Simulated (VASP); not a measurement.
Input of a VASP 6.6.1 run:

Contents of INCAR:

```
  ALGO = Fast
  EDIFF = 1E-6
  ENCUT = 520
  GGA = PE
  ISIF = 2
  ISMEAR = 0
  LASPH = True
  LCHARG = True
  LELF = True
  LREAL = False
  LVHAR = True
  LWAVE = False
  NBANDS = 16
  NELM = 80
  PREC = Accurate
  SIGMA = 0.1
```

Contents of KPOINTS:

```
k-points
0
Gamma
  6 6 4
```

File POSCAR:

```
Be2TeI
1.0
    3.8549418927      0.0000000000      0.0000000000
   -1.9274709464      3.3384776092      0.0000000000
    0.0000000000      0.0000000000      6.5130761889
Be Te I
2 1 1
Direct
    0.6666666667      0.3333333333      0.2109113938
    0.6666666667      0.3333333333      0.7890886062
    0.0000000000      0.0000000000      0.0000000000
    0.3333333333      0.6666666667      0.5000000000
```

Potentials or basis: VASP PAW PBE potentials, release 64 (Be, Te, I).

Run with:

```console
$ cat potpaw_PBE.64/Be/POTCAR potpaw_PBE.64/Te/POTCAR potpaw_PBE.64/I/POTCAR > POTCAR
$ mpirun -np 1 vasp_std > vasp.out
```

(1) Estimate the pressure.

(2) Estimate the largest force.

(3) Predict the band gap on the k mesh.

Results:

(1) -0.1 GPa.

(2) 0.008 eV/Å.

(3) zero (an odd number of electrons rules out a gap without spin polarisation).

Caveat: spin-orbit coupling is left out, which moves the levels of the heavy elements; an odd number of electrons without spin polarisation forces a metal; a magnetic or distorted state may lie lower.
